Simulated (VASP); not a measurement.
# AlCo (Pm-3m) in VASP: further runs

AlCo is run at these levels: PBEsol, LDA; tasks: single point.

Everything below comes from runs of VASP 6.6.1. Logs are shortened: lines on timing, memory, paths and dates and some standing lists are left out, and cuts for length are marked.

### Step 1. The cell of the first run

Symmetry: Pm-3m, No. 221, cubic system. Conventional cell: a = 2.819 Å, b = 2.819 Å, c = 2.819 Å, α = 90.00°, β = 90.00°, γ = 90.00°. Al (site symmetry m-3m) has 8 Co at 2.44 Å and 6 Al at 2.82 Å within 3.2 Å. Co (site symmetry m-3m) has 8 Al at 2.44 Å and 6 Co at 2.82 Å within 3.2 Å.

### Step 2. Single point, PBEsol, collinear spin, ferromagnetic start

INCAR reads:

```
SYSTEM = AlCo
PREC = Accurate
ENCUT = 600
EDIFF = 1E-6
ISMEAR = -1
SIGMA = 0.05
LREAL = .FALSE.
LASPH = .TRUE.
NELM = 200
ALGO = Normal
ISIF = 2
LWAVE = .FALSE.
LCHARG = .FALSE.
ISPIN = 2
MAGMOM = 0 2.5
LORBIT = 11
LMAXMIX = 4
GGA = PS
NBANDS = 17
GGA_COMPAT = .FALSE.
```

KPOINTS reads:

```
Automatic mesh
0
G
  12 12 12
  0 0 0
```

POSCAR reads:

```
AlCo
1.0
    2.8194000000      0.0000000000      0.0000000000
    0.0000000000      2.8194000000      0.0000000000
    0.0000000000      0.0000000000      2.8194000000
Al Co
1 1
Direct
    0.0000000000      0.0000000000      0.0000000000
    0.5000000000      0.5000000000      0.5000000000
```

Potentials or basis: VASP PAW PBE potentials, release 64 (Al, Co).

On the command line:

```bash
$ cat potpaw_PBE.64/Al/POTCAR potpaw_PBE.64/Co/POTCAR > POTCAR
$ mpirun -np 1 vasp_std > vasp.out
```

OUTCAR:

```text
SYSTEM = AlCo
   PREC = Accurate
   ENCUT = 600
   EDIFF = 1E-6
   ISMEAR = -1
   LREAL = .FALSE.
   LASPH = .TRUE.
   NELM = 200
   ISIF = 2
   ISPIN = 2
   LORBIT = 11
   GGA = PS

 ion  position               nearest neighbor table
   1  0.000  0.000  0.000-   2 2.44   2 2.44   2 2.44   2 2.44   2 2.44   2 2.44   2 2.44   2 2.44

   2  0.500  0.500  0.500-   1 2.44   1 2.44   1 2.44   1 2.44   1 2.44   1 2.44   1 2.44   1 2.44

  LATTYP: Found a simple cubic cell.
 ALAT       =     2.8194000000

  Lattice vectors:

 A1 = (   2.8194000000,   0.0000000000,   0.0000000000)
 A2 = (   0.0000000000,   2.8194000000,   0.0000000000)
 A3 = (   0.0000000000,   0.0000000000,   2.8194000000)

Analysis of symmetry for initial positions (statically):
=====================================================================
 Subroutine PRICEL returns:
 Original cell was already a primitive cell.

 Routine SETGRP: Setting up the symmetry group for a
 simple cubic supercell.

 Subroutine GETGRP returns: Found 48 space group operations
 (whereof 48 operations were pure point group operations)
 out of a pool of 48 trial point group operations.

The static configuration has the point symmetry O_h .

Analysis of symmetry for dynamics (positions and initial velocities):
=====================================================================
 Subroutine PRICEL returns:
 Original cell was already a primitive cell.

 Routine SETGRP: Setting up the symmetry group for a
 simple cubic supercell.

 Subroutine GETGRP returns: Found 48 space group operations
 (whereof 48 operations were pure point group operations)
 out of a pool of 48 trial point group operations.

The dynamic configuration has the point symmetry O_h .

Analysis of structural, dynamic, and magnetic symmetry:
=====================================================================
 Subroutine PRICEL returns:
 Original cell was already a primitive cell.

 Routine SETGRP: Setting up the symmetry group for a
 simple cubic supercell.

 Subroutine GETGRP returns: Found 48 space group operations
 (whereof 48 operations were pure point group operations)
 out of a pool of 48 trial point group operations.

The overall configuration has the point symmetry O_h .

 Subroutine INISYM returns: Found 48 space group operations
 (whereof 48 operations are pure point group operations),
 and found     1 'primitive' translations

----------------------------------------------------------------------------------------

                                     Primitive cell

  volume of cell :      22.4115

  direct lattice vectors                    reciprocal lattice vectors
     2.819400000  0.000000000  0.000000000     0.354685394  0.000000000  0.000000000
     0.000000000  2.819400000  0.000000000     0.000000000  0.354685394  0.000000000
     0.000000000  0.000000000  2.819400000     0.000000000  0.000000000  0.354685394

  length of vectors
     2.819400000  2.819400000  2.819400000     0.354685394  0.354685394  0.354685394

  position of ions in fractional coordinates (direct lattice)
     0.000000000  0.000000000  0.000000000
     0.500000000  0.500000000  0.500000000

  ion indices of the primitive-cell ions
   primitive index   ion index
                 1           1
                 2           2

----------------------------------------------------------------------------------------

 KPOINTS: Automatic mesh

Automatic generation of k-mesh.
 Grid dimensions read from file:
 generate k-points for:   12   12   12

 Generating k-lattice:

  Cartesian coordinates                     Fractional coordinates (reciprocal lattice)
     0.029557116  0.000000000  0.000000000     0.083333333  0.000000000  0.000000000
     0.000000000  0.029557116  0.000000000     0.000000000  0.083333333  0.000000000
     0.000000000  0.000000000  0.029557116     0.000000000  0.000000000  0.083333333

  Length of vectors
     0.029557116  0.029557116  0.029557116

  Shift w.r.t. Gamma in fractional coordinates (k-lattice)
     0.000000000  0.000000000  0.000000000

 Subroutine IBZKPT returns following result:
 ===========================================

 Found     84 irreducible k-points:

 Following reciprocal coordinates:
            Coordinates               Weight
  0.000000  0.000000  0.000000      1.000000
  0.083333  0.000000  0.000000      6.000000
  0.166667  0.000000  0.000000      6.000000
  0.250000  0.000000  0.000000      6.000000
  0.333333  0.000000  0.000000      6.000000
  0.416667  0.000000  0.000000      6.000000
[... 16 lines left out ...]
  0.333333  0.333333  0.000000     12.000000
  0.416667  0.333333  0.000000     24.000000
 [... further k-points ...]
   k-points           NKPTS =     84   k-points in BZ     NKDIM =     84   number of bands    NBANDS=     17
   number of dos      NEDOS =    301   number of ions     NIONS =      2
   total plane-waves  NPLWV =  13824
   dimension x,y,z NGX =    24 NGY =   24 NGZ =   24
   dimension x,y,z NGXF=    48 NGYF=   48 NGZF=   48
   ions per type =               1   1
   NGX,Y,Z   is equivalent  to a cutoff of  14.15, 14.15, 14.15 a.u.
   NGXF,Y,Z  is equivalent  to a cutoff of  28.30, 28.30, 28.30 a.u.
 SYSTEM =  AlCo
   PREC   = accura    normal or accurate (medium, high low for compatibility)
   ISTART =      0    job   : 0-new  1-cont  2-samecut
   ICHARG =      2    charge: 1-file 2-atom 10-const
   ISPIN  =      2    spin polarized calculation?
   LNONCOLLINEAR =      F non collinear calculations
   LSORBIT =      F    spin-orbit coupling
   LASPH  =      T    aspherical Exc in radial PAW
   ENCUT  =  600.0 eV  44.10 Ry    6.64 a.u.   5.63  5.63  5.63*2*pi/ulx,y,z
   NELM   =    200;   NELMIN=  2; NELMDL= -5     # of ELM steps
   EDIFF  = 0.1E-05   stopping-criterion for ELM
   LREAL  =      F    real-space projection
   EDIFFG = 0.1E-04   stopping-criterion for IOM
   NSW    =      0    number of steps for IOM
   IBRION =     -1    ionic relax: 0-MD 1-quasi-New 2-CG
   NFREE  =      0    steps in history (QN), initial steepest desc. (CG)
   ISIF   =      2    stress and relaxation
   ISYM   =      2    0-nonsym 1-usesym 2-fastsym
   POTIM  = 0.5000    time-step for ionic-motion
   TEBEG  =    0.0;   TEEND  =   0.0 temperature during run
   PSTRESS=    0.0 pullay stress
   NELECT =      12.0000    total number of electrons
   NUPDOWN=      -1.0000    fix difference up-down
   EMIN   =  10.00;   EMAX   =-10.00  energy-range for DOS
   EFERMI =   0.00;   METHOD = LEGACY
   ISMEAR =    -1;   SIGMA  =   0.05  broadening in eV -4-tet -1-fermi 0-gaus
   EFERMI_NEDOS =   21; number of points for ismear=-14 and -15
   IALGO  =     38    algorithm
   IMIX   =      4    mixing-type and parameters
     AMIX     =   0.40;   BMIX     =  1.00
     AMIX_MAG =   1.60;   BMIX_MAG =  1.00
  volume/ion in A,a.u.               =      11.21        75.62
  Fermi-wavevector in a.u.,A,eV,Ry     =   1.329368  2.512141 24.044478  1.767219
  Thomas-Fermi vector in A             =   2.458536
   LORBIT       =     11    0 simple, 1 ext, 2 COOP (PROOUT), +10 PAW based schemes
   GGA     = PS    functional components
   LHFCALC =     F    Hartree Fock is set to
   AEXX    =    0.0000 exact exchange contribution
   IVDW    =     0    specifies the selected vdW correction
   LEPSILON=     F    determine dielectric tensor
   LRPA    =     F    only Hartree local field effects (RPA)
 spin polarized calculation
  energy-cutoff  :      600.00
  volume of cell :       22.41
 maximum number of plane-waves:       768
 NGX is ok and might be reduce to    24
   NGX = 11   NGY = 11   NGZ = 11

 number of electron      11.9999996 magnetization      -0.0006499

 number of electron      11.9999996 magnetization       0.0007965

 Free energy of the ion-electron system (eV)
  ---------------------------------------------------
  ext. energy  EPLUGINS =         0.00000000
  ---------------------------------------------------
  free energy    TOTEN  =       -13.08434596 eV

  energy without entropy =      -13.07733713  energy(sigma->0) =      -13.08084155

 E-fermi :  10.8840     XC(G=0): -12.5437

 val. band max:       10.8672783496   @ k =   0.4167   0.4167   0.0000
 cond. band min:      10.8874985714   @ k =   0.5000   0.4167   0.1667
 fundamental gap:      0.0202202218
 Fermi energy:        10.8840428958

 spin component 1

 k-point     1 :       0.0000    0.0000    0.0000
  band No.  band energies     occupation
      1      -0.4038      1.00000
      2       7.7533      1.00000
      3       7.7533      1.00000
      4      10.0292      1.00000
      5      10.0292      1.00000
      6      10.0292      1.00000
[... 9 lines left out ...]
     16      34.8677      0.00000
     17      34.8677      0.00000
[... 441 lines left out ...]
 k-point    24 :       0.4167    0.3333    0.0000
  band No.  band energies     occupation
      1       4.4114      1.00000
      2       6.6063      1.00000
      3       8.2054      1.00000
      4       8.8023      1.00000
      5       9.3178      1.00000
      6       9.5009      1.00000
[... 9 lines left out ...]
     16      33.4758      0.00000
     17      33.6761      0.00000

 [... further k-points ...]

 spin component 2

 k-point     1 :       0.0000    0.0000    0.0000
  band No.  band energies     occupation
      1      -0.4039      1.00000
      2       7.7546      1.00000
      3       7.7546      1.00000
      4      10.0297      1.00000
      5      10.0297      1.00000
      6      10.0297      1.00000
[... 9 lines left out ...]
     16      34.8675      0.00000
     17      34.8675      0.00000
[... 441 lines left out ...]
 k-point    24 :       0.4167    0.3333    0.0000
  band No.  band energies     occupation
      1       4.4113      1.00000
      2       6.6065      1.00000
      3       8.2058      1.00000
      4       8.8032      1.00000
      5       9.3182      1.00000
      6       9.5013      1.00000
[... 9 lines left out ...]
     16      33.4758      0.00000
     17      33.6759      0.00000

 [... further k-points ...]

------------------------ aborting loop because EDIFF is reached ----------------------------------------

  FORCE on cell =-STRESS in cart. coord.  units (eV):
  Direction    XX          YY          ZZ          XY          YZ          ZX
  --------------------------------------------------------------------------------------
  -------------------------------------------------------------------------------------
  Total        0.1097748      0.1097748      0.1097748      0.0000000      0.0000000     -0.0000000
  in kB        7.8477108      7.8477108      7.8477108      0.0000000      0.0000000     -0.0000000
  external PRESSURE =       7.8477108 kB  Pullay stress =       0.0000000 kB

 VOLUME and BASIS-vectors are now :
 -----------------------------------------------------------------------------
  energy-cutoff  :      600.00
  volume of cell :       22.41
      direct lattice vectors                 reciprocal lattice vectors
     2.819400000  0.000000000  0.000000000     0.354685394  0.000000000  0.000000000
     0.000000000  2.819400000  0.000000000     0.000000000  0.354685394  0.000000000
     0.000000000  0.000000000  2.819400000     0.000000000  0.000000000  0.354685394

 POSITION                                       TOTAL-FORCE (eV/Angst)
 -----------------------------------------------------------------------------------
      0.00000      0.00000      0.00000         0.000000      0.000000      0.000000
      1.40970      1.40970      1.40970         0.000000      0.000000      0.000000
 -----------------------------------------------------------------------------------
    total drift:                                0.000000     -0.000000     -0.000000

  FREE ENERGIE OF THE ION-ELECTRON SYSTEM (eV)
  ---------------------------------------------------
  free  energy   TOTEN  =       -13.0843459623 eV

  energy  without entropy=      -13.0773371337  energy(sigma->0) =      -13.08084155

 total charge

# of ion       s       p       d       tot
------------------------------------------
    1        0.398   0.442   0.000   0.840
    2        0.449   0.535   7.536   8.519
--------------------------------------------------
tot          0.846   0.978   7.536   9.359

 magnetization (x)

# of ion       s       p       d       tot
------------------------------------------
    1       -0.000  -0.000   0.000  -0.000
    2       -0.000  -0.000   0.001   0.001
--------------------------------------------------
tot         -0.000  -0.000   0.001   0.001
```

Run time: 44 s. Hardware: 1 thread of Intel Xeon Platinum 8259CL at 2.50GHz (Skylake/Cascade Lake), shared host; peak memory 0.19 GiB.

What came out:

| Item | Value |
| --- | --- |
| Free energy | -13.0843 eV |
| Pressure | 0.8 GPa |
| Band gap on the k mesh | zero (filled and empty bands overlap) |
| Net moment | 0.00 μB per cell |
| Valence electrons inside the program's atomic spheres | Al 0.84; Co 8.52 |

Caveat: the PAW data sets were made with another functional, which shifts forces and pressure a little.

### Step 3. Single point, LDA, collinear spin, ferromagnetic start

INCAR reads:

```
PREC = Accurate
ENCUT = 600
EDIFF = 1E-6
ISMEAR = -1
SIGMA = 0.05
LREAL = False
LASPH = True
NELM = 200
ALGO = Normal
ISIF = 2
LWAVE = False
LCHARG = False
ISPIN = 2
MAGMOM = 0 2.5
LORBIT = 11
LMAXMIX = 4
GGA = CA
NBANDS = 17
GGA_COMPAT = False
```

KPOINTS reads:

```
Automatic mesh
0
Gamma
  12 12 12
```

POSCAR is that of step 2.

Potentials or basis: VASP PAW LDA potentials, release 64 (Al, Co).

On the command line:

```bash
$ cat potpaw_LDA.64/Al/POTCAR potpaw_LDA.64/Co/POTCAR > POTCAR
$ mpirun -np 1 vasp_std > vasp.out
```

Run time: 40 s. Hardware: 1 thread of Intel Xeon Platinum 8259CL at 2.50GHz (Skylake/Cascade Lake), shared host; peak memory 0.18 GiB.

Results (log left out):

| Item | Value |
| --- | --- |
| Free energy | -13.7034 eV |
| Pressure | -5.0 GPa |
| Band gap on the k mesh | zero (filled and empty bands overlap) |
| Net moment | 0.00 μB per cell |
| Valence electrons inside the program's atomic spheres | Al 0.85; Co 8.54 |

Levels at points of the mesh, in eV from the Fermi level:
Spin up:
```tsv
k point	band 3	band 4	band 5	band 6	band 7	band 8	band 9	band 10
(0.00, 0.00, 0.00)	-3.13	-0.84	-0.84	-0.84	6.11	6.11	6.11	8.96
(0.50, 0.00, 0.00)	-2.52	-1.76	-1.76	-0.72	0.17	8.53	10.77	10.77
(0.50, 0.50, 0.00)	-2.67	-2.67	-1.54	-1.54	-0.28	2.51	3.70	12.99
(0.50, 0.50, 0.50)	-4.05	-0.24	-0.24	2.44	2.44	2.44	4.33	5.58
```
Spin down:
```
           k point  band 2  band 3  band 4  band 5  band 6  band 7  band 8  band 9  band 10  band 11
(0.00, 0.00, 0.00)   -3.13   -3.13   -0.84   -0.84   -0.84    6.11    6.11    6.11     8.96     8.96
(0.50, 0.00, 0.00)   -6.74   -2.52   -1.76   -1.76   -0.72    0.17    8.53   10.77    10.77    11.95
(0.50, 0.50, 0.00)   -3.20   -2.67   -2.67   -1.54   -1.54   -0.28    2.51    3.70    12.99    16.16
(0.50, 0.50, 0.50)   -4.05   -4.05   -0.24   -0.24    2.43    2.43    2.43    4.33     5.58     5.58
```

Caveat: the cell stands under tension.
